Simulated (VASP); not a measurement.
# Si: single point with r2SCAN

Crystal: Si.

```
Si
1.0
    -3.83191    0.00000    0.00000
     0.00000    0.00000   -6.34182
     0.00000   -6.63706    0.00000
Si
8
Direct
  0.50000 0.93691 0.15160
  0.00000 0.93691 0.65160
  0.00000 0.43691 0.34840
  0.50000 0.43691 0.84840
  0.50000 0.56309 0.18173
  0.00000 0.56309 0.68173
  0.00000 0.06309 0.31827
  0.50000 0.06309 0.81827
```

This cell differs from its parent crystal: atoms displaced along a vibrational mode.

```
Program                : VASP 6.6.1
Task                   : single point
Functional             : r2SCAN
Potentials or basis    : VASP PAW PBE potentials, release 64 (Si)
Cutoff                 : 520 eV
k mesh                 : 8 × 4 × 4
Occupations            : gaussian, width 0.05 eV
Spin                   : no spin polarisation
Dipole correction      : no
Further INCAR settings : ALGO = Normal; EDIFF = 1e-06; NBANDS = 26
```

```yaml
Pressure: -0.4 GPa
Largest_force: 0.143 eV/Å
Band_gap_on_the_k_mesh: 0.65 eV
```

Forces in eV/Å, atoms in the order of the input:
```
Si   0.000 -0.135  0.046
Si   0.000 -0.135  0.046
Si   0.000  0.135  0.046
Si   0.000  0.135  0.046
Si   0.000  0.129 -0.046
Si   0.000  0.129 -0.046
Si   0.000 -0.129 -0.046
Si   0.000 -0.129 -0.046
```

Stress tensor (GPa, compression positive):
```
-0.13  0.00  0.00
 0.00 -0.37  0.00
 0.00  0.00 -0.77
```

Levels at points of the mesh, in eV from the valence-band top:
```tsv
k point	band 14	band 15	band 16	band 17	band 18	band 19
(0.00, 0.00, 0.00)	-0.32	-0.07	0.00	0.65	1.48	2.23
(0.50, 0.00, 0.00)	-2.89	-2.68	-2.68	1.53	1.53	4.14
(0.00, 0.50, 0.00)	-0.96	-0.95	-0.95	1.16	1.16	1.91
(0.50, 0.50, 0.00)	-2.34	-2.34	-2.34	2.09	2.09	2.09
(0.00, 0.00, 0.50)	-1.40	-0.91	-0.91	1.28	1.28	3.19
(0.50, 0.00, 0.50)	-3.05	-1.55	-1.55	0.69	0.69	2.63
(0.00, 0.50, 0.50)	-1.91	-1.91	-1.91	1.79	1.79	1.79
(0.50, 0.50, 0.50)	-2.40	-2.40	-2.40	1.14	1.14	1.14
```

Run time: 3.9 min on 1 thread of Intel(R) Xeon(R) 6975P-C (Granite Rapids), with other jobs on the host, peak memory 0.34 GiB.

Caveat: the cell differs from its parent crystal (atoms displaced along a vibrational mode); the PAW data sets were made with another functional, which shifts forces and pressure a little. A k mesh can miss the band edges.
